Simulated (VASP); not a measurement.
Runs of VASP 6.6.1 on CaO (Lime). The structure is that of space group Fm-3m (No. 225), or close to it. The cells are those of the table. 

```csv
cell,gap on the mesh (eV),pressure (GPa)
"a = 3.316 Å, angles 60.0°, 2 atoms",3.70,12.2
"a = 3.346 Å, angles 60.0°, 2 atoms",(b),8.2
"a = 3.513 Å, angles 60.0°, 2 atoms",3.73,-7.0
"a = 3.286 Å, angles 60.0°, 2 atoms",3.68,16.7
"a = 3.375 Å, angles 60.0°, 2 atoms",(c),4.8
"a = 3.486 Å, angles 60.0°, 2 atoms",3.73,-5.3
"a = 3.431 Å, angles 60.0°, 2 atoms",3.73,-0.9
"a = 3.459 Å, angles 60.0°, 2 atoms",3.73,(a)
```

Alike in all rows: task single point; level PBE; potentials or basis VASP PAW PBE potentials, release 64 (Ca_sv, O); no spin polarisation; k mesh 7 × 7 × 7; cutoff (eV) 520; smearing gaussian 0.01 eV.

Task: Fill in the values left out.

Result: (a) -3.2; (b) 3.71; (c) 3.72.

A k mesh can miss the band edges.
